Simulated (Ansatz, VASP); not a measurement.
## ZnS in VASP and in Ansatz

The input POSCAR:

```
ZnS
1.0
   -3.8067217533      0.0000000000      0.0000000000
    0.0000000000      0.0000000000     -6.2457351331
    0.0000000000     -6.5934354870      0.0000000000
Zn S
4 4
Direct
    0.5000000000      0.9922599661      0.1673804801
    0.0000000000      0.9959278197      0.6659537363
    0.0000000000      0.4969638925      0.3340471467
    0.5000000000      0.4932960389      0.8326204029
    0.5000000000      0.6292158325      0.1743778601
    0.0000000000      0.6203880707      0.6589536727
    0.0000000000      0.1115603089      0.3410445267
    0.5000000000      0.1203880707      0.8256203393
```

File INCAR.step1:

```
ALGO = Normal ; EDIFF = 1E-4
ENCUT = 520 ; GGA = PE
ISMEAR = 0 ; LASPH = T
LCHARG = F ; LREAL = F
LWAVE = T ; NBANDS = 46
NELM = 100 ; PREC = Accurate
SIGMA = 0.05
```

The input INCAR.step2:

```
ALGO = Normal ; EDIFF = 1E-6
ENCUT = 520 ; ISIF = 2
ISMEAR = 0 ; ISTART = 1
LASPH = T ; LCHARG = F
LMIXTAU = T ; LREAL = F
LWAVE = F ; METAGGA = R2SCAN
NBANDS = 46 ; NELM = 100
PREC = Accurate ; SIGMA = 0.05
```

The input KPOINTS:

```
k-points
0
Gamma
  6 4 4
```

Input for Ansatz:

```yaml
crystal:
  lattice:
    - [-3.8067217533, 0.0, 0.0]
    - [0.0, 0.0, -6.2457351331]
    - [0.0, -6.593435487, 0.0]
  atoms:
    - { symbol: Zn, position: [0.5, 0.9922599661, 0.1673804801] }
    - { symbol: Zn, position: [0.0, 0.9959278197, 0.6659537363] }
    - { symbol: Zn, position: [0.0, 0.4969638925, 0.3340471467] }
    - { symbol: Zn, position: [0.5, 0.4932960389, 0.8326204029] }
    - { symbol: S, position: [0.5, 0.6292158325, 0.1743778601] }
    - { symbol: S, position: [0.0, 0.6203880707, 0.6589536727] }
    - { symbol: S, position: [0.0, 0.1115603089, 0.3410445267] }
    - { symbol: S, position: [0.5, 0.1203880707, 0.8256203393] }
basis:
  ecutwfc: 500
kpoints:
  mp_grid: { grid: [6, 4, 4] }
hamiltonian:
  xc: r2scan
scf:
  occupations: { method: gaussian, width: 0.05 }
output:
  forces: true
  stress: true
  eigenvalues: true
```

Change from the starting cell: mode 23 (339.3 1/cm) frozen in, largest displacement +0.075 Å.

Alike in both runs: task single point; functional r2SCAN; k mesh 6 × 4 × 4; occupations gaussian, width 0.05 eV; no spin polarisation.

```csv
,VASP,Ansatz
version,VASP 6.6.1,Ansatz 0.2.0
potentials or method,"VASP PAW PBE potentials, release 64 (Zn, S), cutoff 520 eV","scalar-relativistic, plane waves, PAW"
valence electrons in the cell,72,72
```

|  | VASP | Ansatz | Ansatz less VASP |
| --- | --- | --- | --- |
| gap on the k mesh at the Fermi level (eV) | 2.76 | 2.75 | -0.009 |
| least direct gap on the mesh (eV) | 2.76 | 2.75 | -0.009 |
| pressure (GPa) | 0.3 | 0.2 | -0.08 |
| traceless stress, the component that is largest in VASP (GPa) | -0.12 | -0.18 | -0.061 |
| rms of the force components (eV/Å) | 0.389 | 0.389 | -0.0003 |

VASP's potentials were made for PBE, not for r2SCAN. Atom by atom the forces differ by 0.008 eV/Å (rms over components). With one functional, cell and mesh, what is left measures potentials, basis and numerics.
